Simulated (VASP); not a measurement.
# C (Imma) in VASP: single point with r2SCAN

Aim: the single point of C with r2SCAN.

All numbers are computed with VASP 6.6.1; they aren't measurements. Logs are shortened: lines on timing, memory, paths and dates and some standing lists are left out, and cuts for length are marked.

## Step 1: The cell of the first run

It takes space group Imma (No. 74, orthorhombic). The conventional cell has a = 2.396 Å, b = 2.648 Å, c = 3.567 Å, α = 90.00°, β = 90.00°, γ = 90.00°. C (site symmetry mm2) has 4 C at 1.49 to 1.60 Å within 2.0 Å.

## Step 2: Single point, r2SCAN (strain -0.1000 x Voigt [0, 0, 0, 1, 0, 0])

The input, POSCAR:

```
C
1.0
    0.0000000000      1.6942300000      1.6942300000
    1.7834000000     -0.0891700000      1.7834000000
    1.7834000000      1.7834000000     -0.0891700000
C
2
Direct
    0.5000000000      0.5000000000      0.5000000000
    0.7500000000      0.7500000000      0.7500000000
```

The input, INCAR.step1:

```
PREC = Accurate ; ENCUT = 520
ISMEAR = 0 ; SIGMA = 0.05
LREAL = F ; LASPH = T
NELM = 100 ; NBANDS = 11
GGA = PE ; ALGO = Normal
EDIFF = 1E-4 ; LWAVE = T
LCHARG = F
```

The input, INCAR.step2:

```
PREC = Accurate ; ENCUT = 520
EDIFF = 1E-7 ; ISMEAR = 0
SIGMA = 0.05 ; LREAL = F
LASPH = T ; NELM = 100
ALGO = Normal ; ISIF = 2
LWAVE = F ; LCHARG = T
METAGGA = R2SCAN ; LMIXTAU = T
LELF = T ; LVHAR = T
NBANDS = 11 ; ISTART = 1
```

The input, KPOINTS:

```
regular mesh
0
Gamma
  12 12 12
```

Potentials or basis: VASP PAW PBE potentials, release 64 (C).

The run is started by

```bash
cat potpaw_PBE.64/C/POTCAR > POTCAR
cp INCAR.step1 INCAR
mpirun -np 1 vasp_std > vasp.out
cp INCAR.step2 INCAR
mpirun -np 1 vasp_std > vasp.out
```

OUTCAR:

```text
PREC = Accurate
   ENCUT = 520
   EDIFF = 1E-7
   ISMEAR = 0
   LREAL = F
   LASPH = T
   NELM = 100
   ISIF = 2
   METAGGA = R2SCAN
   ISTART = 1

 ion  position               nearest neighbor table
   1  0.500  0.500  0.500-   2 1.49   2 1.49   2 1.60   2 1.60
   2  0.750  0.750  0.750-   1 1.49   1 1.49   1 1.60   1 1.60

  LATTYP: Found a body centered orthorhombic cell.
 ALAT       =     2.3960030438
 B/A-ratio  =     1.1052631579
 C/A-ratio  =     1.4886458551

  Lattice vectors:

 A1 = (  -1.7834000000,   0.0891700000,  -1.7834000000)
 A2 = (  -1.7834000000,  -0.0891700000,   1.7834000000)
 A3 = (   1.7834000000,   1.7834000000,  -0.0891700000)

Analysis of symmetry for initial positions (statically):
=====================================================================
 Subroutine PRICEL returns:
 Original cell was already a primitive cell.

 Routine SETGRP: Setting up the symmetry group for a
 body centered orthorhombic supercell.

 Subroutine GETGRP returns: Found  8 space group operations
 (whereof  4 operations were pure point group operations)
 out of a pool of  8 trial point group operations.

The static configuration has the point symmetry C_2v.
 The point group associated with its full space group is D_2h.

Analysis of symmetry for dynamics (positions and initial velocities):
=====================================================================
 Subroutine PRICEL returns:
 Original cell was already a primitive cell.

 Routine SETGRP: Setting up the symmetry group for a
 body centered orthorhombic supercell.

 Subroutine GETGRP returns: Found  8 space group operations
 (whereof  4 operations were pure point group operations)
 out of a pool of  8 trial point group operations.

The dynamic configuration has the point symmetry C_2v.
 The point group associated with its full space group is D_2h.

 Subroutine INISYM returns: Found  8 space group operations
 (whereof  4 operations are pure point group operations),
 and found     1 'primitive' translations

----------------------------------------------------------------------------------------

                                     Primitive cell

  volume of cell :      11.3159

  direct lattice vectors                    reciprocal lattice vectors
     0.000000000  1.694230000  1.694230000    -0.280363351  0.295119317  0.295119317
     1.783400000 -0.089170000  1.783400000     0.280363351 -0.267012715  0.267012715
     1.783400000  1.783400000 -0.089170000     0.280363351  0.267012715 -0.267012715

  length of vectors
     2.396003044  2.523684293  2.523684293     0.502786665  0.470313926  0.470313926

  position of ions in fractional coordinates (direct lattice)
     0.500000000  0.500000000  0.500000000
     0.750000000  0.750000000  0.750000000

  ion indices of the primitive-cell ions
   primitive index   ion index
                 1           1
                 2           2

----------------------------------------------------------------------------------------

 KPOINTS: regular mesh

Automatic generation of k-mesh.
 Grid dimensions read from file:
 generate k-points for:   12   12   12

 Generating k-lattice:

  Cartesian coordinates                     Fractional coordinates (reciprocal lattice)
    -0.023363613  0.024593276  0.024593276     0.083333333  0.000000000  0.000000000
     0.023363613 -0.022251060  0.022251060     0.000000000  0.083333333  0.000000000
     0.023363613  0.022251060 -0.022251060     0.000000000  0.000000000  0.083333333

  Length of vectors
     0.041898889  0.039192827  0.039192827

  Shift w.r.t. Gamma in fractional coordinates (k-lattice)
     0.000000000  0.000000000  0.000000000

 Subroutine IBZKPT returns following result:
 ===========================================

 Found    280 irreducible k-points:

 Following reciprocal coordinates:
            Coordinates               Weight
  0.000000  0.000000  0.000000      1.000000
  0.083333 -0.000000  0.000000      4.000000
  0.166667  0.000000 -0.000000      4.000000
  0.250000  0.000000  0.000000      4.000000
  0.333333 -0.000000  0.000000      4.000000
  0.416667  0.000000  0.000000      4.000000
[... 16 lines left out ...]
  0.250000  0.166667 -0.000000      8.000000
  0.333333  0.166667  0.000000      8.000000
 [... further k-points ...]
   k-points           NKPTS =    280   k-points in BZ     NKDIM =    280   number of bands    NBANDS=     11
   number of dos      NEDOS =    301   number of ions     NIONS =      2
   total plane-waves  NPLWV =   7200
   dimension x,y,z NGX =    18 NGY =   20 NGZ =   20
   dimension x,y,z NGXF=    36 NGYF=   40 NGZF=   40
   ions per type =               2
   NGX,Y,Z   is equivalent  to a cutoff of  12.49, 13.17, 13.17 a.u.
   NGXF,Y,Z  is equivalent  to a cutoff of  24.98, 26.35, 26.35 a.u.
 SYSTEM =  unknown system
   PREC   = accura    normal or accurate (medium, high low for compatibility)
   ISTART =      1    job   : 0-new  1-cont  2-samecut
   ICHARG =      0    charge: 1-file 2-atom 10-const
   ISPIN  =      1    spin polarized calculation?
   LNONCOLLINEAR =      F non collinear calculations
   LSORBIT =      F    spin-orbit coupling
   LASPH  =      T    aspherical Exc in radial PAW
   ENCUT  =  520.0 eV  38.22 Ry    6.18 a.u.   4.45  4.69  4.69*2*pi/ulx,y,z
   NELM   =    100;   NELMIN=  2; NELMDL=  0     # of ELM steps
   EDIFF  = 0.1E-06   stopping-criterion for ELM
   LREAL  =      F    real-space projection
   EDIFFG = 0.1E-05   stopping-criterion for IOM
   NSW    =      0    number of steps for IOM
   IBRION =     -1    ionic relax: 0-MD 1-quasi-New 2-CG
   NFREE  =      0    steps in history (QN), initial steepest desc. (CG)
   ISIF   =      2    stress and relaxation
   ISYM   =      2    0-nonsym 1-usesym 2-fastsym
   POTIM  = 0.5000    time-step for ionic-motion
   TEBEG  =    0.0;   TEEND  =   0.0 temperature during run
   PSTRESS=    0.0 pullay stress
   NELECT =       8.0000    total number of electrons
   NUPDOWN=      -1.0000    fix difference up-down
   EMIN   =  10.00;   EMAX   =-10.00  energy-range for DOS
   EFERMI =   0.00;   METHOD = LEGACY
   ISMEAR =     0;   SIGMA  =   0.05  broadening in eV -4-tet -1-fermi 0-gaus
   EFERMI_NEDOS =   21; number of points for ismear=-14 and -15
   IALGO  =     38    algorithm
   IMIX   =      4    mixing-type and parameters
     AMIX     =   0.40;   BMIX     =  1.00
     AMIX_MAG =   1.60;   BMIX_MAG =  1.00
  volume/ion in A,a.u.               =       5.66        38.18
  Fermi-wavevector in a.u.,A,eV,Ry     =   1.458395  2.755966 28.938439  2.126915
  Thomas-Fermi vector in A             =   2.575084
   LORBIT       =      0    0 simple, 1 ext, 2 COOP (PROOUT), +10 PAW based schemes
   METAGGA = R2SCAN    functional components
   LHFCALC =     F    Hartree Fock is set to
   AEXX    =    0.0000 exact exchange contribution
   IVDW    =     0    specifies the selected vdW correction
   LEPSILON=     F    determine dielectric tensor
   LRPA    =     F    only Hartree local field effects (RPA)
 non-spin polarized calculation
 Gauss-broadening in eV      SIGMA  =   0.05
  energy-cutoff  :      520.00
  volume of cell :       11.32
 maximum number of plane-waves:       317
 NGX is ok and might be reduce to    18
   NGX =  9   NGY =  9   NGZ =  9

 number of electron       8.0000000 magnetization

 Free energy of the ion-electron system (eV)
  ---------------------------------------------------
  ext. energy  EPLUGINS =         0.00000000
  ---------------------------------------------------
  free energy    TOTEN  =       -19.44888957 eV

  energy without entropy =      -19.44888957  energy(sigma->0) =      -19.44888957

 E-fermi :  10.1880     XC(G=0): -14.2675

 val. band max:        9.8134176782   @ k =   0.0000   0.0000   0.0000
 cond. band min:      12.8577216095   @ k =   0.0000   0.5000   0.5000
 fundamental gap:      3.0443039313
 Fermi energy:        10.1879601865

 k-point     1 :       0.0000    0.0000    0.0000
  band No.  band energies     occupation
      1     -13.0165      2.00000
      2       9.5550      2.00000
      3       9.7854      2.00000
      4       9.8134      2.00000
      5      14.0740      0.00000
      6      15.0235      0.00000
      7      17.2072      0.00000
      8      24.3510      0.00000
      9      30.3519      0.00000
     10      37.1729      0.00000
     11      37.4667      0.00000

 k-point     2 :       0.0833   -0.0000    0.0000
  band No.  band energies     occupation
      1     -12.8006      2.00000
      2       8.6647      2.00000
      3       9.2074      2.00000
      4       9.3232      2.00000
      5      14.6872      0.00000
      6      15.5429      0.00000
      7      17.5330      0.00000
      8      24.5745      0.00000
      9      30.6720      0.00000
     10      34.5126      0.00000
     11      35.3662      0.00000

 k-point     3 :       0.1667    0.0000   -0.0000
  band No.  band energies     occupation
      1     -12.1555      2.00000
      2       6.1996      2.00000
      3       8.3226      2.00000
      4       8.4410      2.00000
      5      15.9132      0.00000
      6      16.4276      0.00000
      7      18.2270      0.00000
      8      25.1168      0.00000
      9      31.0849      0.00000
     10      32.3999      0.00000
     11      34.1132      0.00000

 k-point     4 :       0.2500    0.0000    0.0000
  band No.  band energies     occupation
      1     -11.0888      2.00000
      2       3.2392      2.00000
      3       7.4276      2.00000
      4       7.6220      2.00000
      5      16.9773      0.00000
      6      16.9796      0.00000
      7      18.9789      0.00000
      8      25.6976      0.00000
      9      31.0677      0.00000
     10      31.6686      0.00000
     11      34.2145      0.00000

 k-point     5 :       0.3333   -0.0000    0.0000
  band No.  band energies     occupation
      1      -9.6190      2.00000
      2       0.2334      2.00000
      3       6.7187      2.00000
      4       7.0137      2.00000
      5      17.1927      0.00000
      6      17.5103      0.00000
      7      19.4582      0.00000
      8      26.1133      0.00000
      9      31.1819      0.00000
     10      32.4703      0.00000
     11      35.6173      0.00000
[... 211 lines left out ...]
 k-point    21 :       0.0833    0.1667    0.0000
  band No.  band energies     occupation
      1     -12.3228      2.00000
      2       6.2892      2.00000
      3       7.9802      2.00000
      4       8.7421      2.00000
      5      15.6273      0.00000
      6      17.7940      0.00000
      7      18.4057      0.00000
      8      24.5295      0.00000
      9      31.2809      0.00000
     10      31.9306      0.00000
     11      36.6007      0.00000

 k-point    22 :       0.1667    0.1667   -0.0000
  band No.  band energies     occupation
      1     -11.9438      2.00000
      2       6.8879      2.00000
      3       6.9447      2.00000
      4       7.4043      2.00000
      5      14.8271      0.00000
      6      18.6739      0.00000
      7      19.2704      0.00000
      8      23.7913      0.00000
      9      30.6259      0.00000
     10      32.0375      0.00000
     11      38.3653      0.00000

 k-point    23 :       0.2500    0.1667   -0.0000
  band No.  band energies     occupation
      1     -11.1402      2.00000
      2       4.8206      2.00000
      3       6.0396      2.00000
      4       7.1213      2.00000
      5      14.8426      0.00000
      6      19.2498      0.00000
      7      20.3588      0.00000
      8      22.7760      0.00000
      9      30.9464      0.00000
     10      32.7572      0.00000
     11      37.6435      0.00000

 k-point    24 :       0.3333    0.1667    0.0000
  band No.  band energies     occupation
      1      -9.9234      2.00000
      2       2.1678      2.00000
      3       5.4118      2.00000
      4       6.2742      2.00000
      5      15.7082      0.00000
      6      19.5255      0.00000
      7      21.1420      0.00000
      8      22.2451      0.00000
      9      32.0821      0.00000
     10      32.8350      0.00000
     11      37.7819      0.00000

 [... further k-points ...]

------------------------ aborting loop because EDIFF is reached ----------------------------------------

  FORCE on cell =-STRESS in cart. coord.  units (eV):
  Direction    XX          YY          ZZ          XY          YZ          ZX
  --------------------------------------------------------------------------------------
  -------------------------------------------------------------------------------------
  Total       -0.0100114      0.4439723      0.4439723      0.0000000      4.1695191      0.0000000
  in kB       -1.4174777     62.8604149     62.8604149      0.0000000    590.3469997      0.0000000
  external PRESSURE =      41.4344507 kB  Pullay stress =       0.0000000 kB

 VOLUME and BASIS-vectors are now :
 -----------------------------------------------------------------------------
  energy-cutoff  :      520.00
  volume of cell :       11.32
      direct lattice vectors                 reciprocal lattice vectors
     0.000000000  1.694230000  1.694230000    -0.280363351  0.295119317  0.295119317
     1.783400000 -0.089170000  1.783400000     0.280363351 -0.267012715  0.267012715
     1.783400000  1.783400000 -0.089170000     0.280363351  0.267012715 -0.267012715

 POSITION                                       TOTAL-FORCE (eV/Angst)
 -----------------------------------------------------------------------------------
      1.78340      1.69423      1.69423        -0.243691     -0.000000     -0.000000
      2.67510      2.54134      2.54135         0.243691      0.000000      0.000000
 -----------------------------------------------------------------------------------
    total drift:                                0.000000     -0.000000      0.000000

  FREE ENERGIE OF THE ION-ELECTRON SYSTEM (eV)
  ---------------------------------------------------
  free  energy   TOTEN  =       -19.4488895719 eV

  energy  without entropy=      -19.4488895719  energy(sigma->0) =      -19.44888957
```

It took 3.1 min on 1 thread of Intel Xeon 8259CL, shared host; peak memory 0.14 GiB.

What came out:

- Free energy: -19.4489 eV
- Pressure: 4.1 GPa
- Largest force: 0.244 eV/Å
- Band gap on the k mesh: 3.04 eV (least direct gap 4.26 eV)

Forces in eV/Å, atoms in the order of the input:
```
C   -0.244  0.000  0.000
C    0.244  0.000  0.000
```

Caveat: the cell differs from its parent crystal (strain -0.1000 x Voigt [0, 0, 0, 1, 0, 0]); the cell stands under pressure; the PAW data sets were made with another functional, which shifts forces and pressure a little.
